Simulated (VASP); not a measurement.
A run of VASP 6.6.1:

The input INCAR:

```
PREC     = Accurate       # precision mode
ENCUT    = 520            # plane-wave cutoff, eV
EDIFF    = 1E-6           # SCF threshold, eV
ISMEAR   = 0              # smearing method
SIGMA    = 0.15           # smearing width, eV
LREAL    = False          # projectors in reciprocal space
LASPH    = True           # aspherical terms in the spheres
NELM     = 80             # most SCF steps
ALGO     = Normal         # electronic algorithm
ISIF     = 2              # what is computed and relaxed
LWAVE    = False          # write WAVECAR
LCHARG   = False          # write CHGCAR
GGA      = PS             # functional
NBANDS   = 9              # bands
```

KPOINTS

```
Automatic mesh
0
Gamma
  24 24 14
```

File POSCAR:

```
Be
1.0
    2.4144770842      0.0000000000      0.0000000000
   -1.2072385421      2.0909984917      0.0000000000
    0.0000000000      0.0000000000      3.6909225000
Be
2
Direct
    0.3333333333      0.6666666667      0.2500000000
    0.6666666667      0.3333333333      0.7500000000
```

Potentials or basis: VASP PAW PBE potentials, release 64 (Be).

Run with:

```console
$ cat potpaw_PBE.64/Be/POTCAR > POTCAR
$ mpirun -np 1 vasp_std > vasp.out
```

Hardware: 1 thread of Intel(R) Xeon(R) Platinum 8488C (Sapphire Rapids) (shared host).

Problem. How long does it take, and how much memory?

Solution. Run time: 25 s on 1 thread of Intel(R) Xeon(R) Platinum 8488C (Sapphire Rapids), on a shared host, peak memory 0.18 GiB. Counts: scf iterations 9, k points 488.
